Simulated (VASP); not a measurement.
A run of VASP 6.6.1 is set up as follows.

Contents of INCAR:

```
SYSTEM = CdSe
PREC = Accurate
ENCUT = 520
EDIFF = 1E-6
ISMEAR = 0
SIGMA = 0.05
LREAL = .False.
LASPH = .True.
NELM = 60
ALGO = Normal
ISIF = 2
LWAVE = .False.
LCHARG = .False.
GGA = PE
NBANDS = 16
```

Contents of KPOINTS:

```
regular mesh
0
Gamma
  10 10 10
  0 0 0
```

File POSCAR:

```
CdSe
1.0
    0.0000000000      2.8845761078      2.8845761078
    2.8845761078      0.0000000000      2.8845761078
    2.9634211881      2.9634211881     -0.0788450803
Cd Se
1 1
Direct
    0.0000000000      0.0000000000      0.0000000000
    0.7500000000      0.7500000000      0.7500000000
```

Potentials or basis: VASP PAW PBE potentials, release 64 (Cd, Se).

Run with:

```bash
$ cat potpaw_PBE.64/Cd/POTCAR potpaw_PBE.64/Se/POTCAR > POTCAR
$ mpirun -np 1 vasp_std > vasp.out
```

(1) Predict the band gap on the k mesh.

(2) What does it give for the pressure?

Results:

(1) 0.79 eV.

(2) 12.5 GPa.

Caveat: the cell stands under pressure.
